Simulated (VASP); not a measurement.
A run of VASP 6.6.1:

The input INCAR:

```
ALGO = Normal
EDIFF = 1E-7
ENCUT = 520
GGA = PE
ISIF = 2
ISMEAR = 0
LASPH = True
LCHARG = False
LREAL = False
LWAVE = False
NBANDS = 35
NELM = 100
PREC = Accurate
SIGMA = 0.02
```

KPOINTS

```
k-points
0
Gamma
  6 6 6
```

Contents of POSCAR:

```
PbO2
1.0
   -3.1209145894      3.1209145894      3.7708950958
    3.1209145894     -3.1209145894      3.7708950958
    3.1209145894      3.1209145894     -3.7708950958
Pb O
2 4
Direct
    0.0000000000      0.0000000000      0.0000000000
    0.7500000000      0.2500000000      0.5000000000
    0.3750000000      0.2903471459      0.4153471459
    1.0403471459      0.6250000000      0.9153471459
    0.7096528541      0.1250000000      0.0846528541
    0.8750000000     -0.0403471459      0.5846528541
```

Potentials or basis: VASP PAW PBE potentials, release 64 (Pb_d, O).

Command:

```console
$ cat potpaw_PBE.64/Pb_d/POTCAR potpaw_PBE.64/O/POTCAR > POTCAR
$ mpirun -np 1 vasp_std > vasp.out
```

Hardware: 1 thread of Intel(R) Xeon(R) Platinum 8259CL CPU @ 2.50GHz (Skylake/Cascade Lake), with other jobs on the host.

Problem. Estimate the wall time of this run.

Solution. It took 2.9 min on 1 thread of Intel(R) Xeon(R) Platinum 8259CL CPU @ 2.50GHz (Skylake/Cascade Lake), on a shared host, peak memory 0.37 GiB. Counts: scf iterations 15, k points 30.
